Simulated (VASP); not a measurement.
## HgTe: single point with PBEsol

HgTe:

```xyz
2
Lattice="0.0000 3.2719 3.1268 3.2719 0.0000 3.1268 3.2719 3.2719 0.0000" Properties=species:S:1:pos:R:3 pbc="T T T"
Hg    0.0000    0.0000    0.0000
Te    4.9078    4.9078    4.6902
```

This cell differs from its parent crystal: strain +0.015 along x and y, -0.030 along z.

| Quantity | Value |
| --- | --- |
| Program | VASP 6.6.1 |
| Task | single point |
| Functional | PBEsol |
| Potentials or basis | VASP PAW PBE potentials, release 64 (Hg, Te) |
| Cutoff | 520 eV |
| k mesh | 14 × 14 × 14 |
| Occupations | gaussian, width 0.15 eV |
| Spin | no spin polarisation |
| Dipole correction | no |
| Further INCAR settings | ALGO = Normal; EDIFF = 1e-06; NBANDS = 16 |

```json
{
  "Pressure": "1.4 GPa"
}
```

Stress tensor (GPa, compression positive):
```
1.22 0.00 0.00
0.00 1.22 0.00
0.00 0.00 1.84
```

Levels at points of the mesh, in eV from the Fermi level:
```
           k point  band 5  band 6  band 7  band 8  band 9  band 10  band 11  band 12  band 13  band 14
(0.00, 0.00, 0.00)   -7.01   -6.98   -0.94   -0.20   -0.20    -0.05     4.03     4.03     4.03     6.16
(0.50, 0.00, 0.00)   -6.97   -6.69   -5.73   -1.26   -1.06     0.48     4.70     4.97     6.59     7.63
(0.50, 0.50, 0.00)   -6.93   -6.48   -5.51   -2.60   -2.60     1.47     2.09     8.18     8.71     8.71
(0.50, 0.00, 0.50)   -6.93   -6.56   -5.72   -2.46   -2.35     1.80     2.28     7.87     8.52     8.77
```

It took 2.9 min on 1 thread of AMD EPYC 9R45 96-Core Processor (Zen 5) (shared host), peak memory 0.38 GiB.

Caveat: the cell differs from its parent crystal (strain +0.015 along x and y, -0.030 along z); the PAW data sets were made with another functional, which shifts forces and pressure a little; spin-orbit coupling is left out, which moves the levels of the heavy elements.
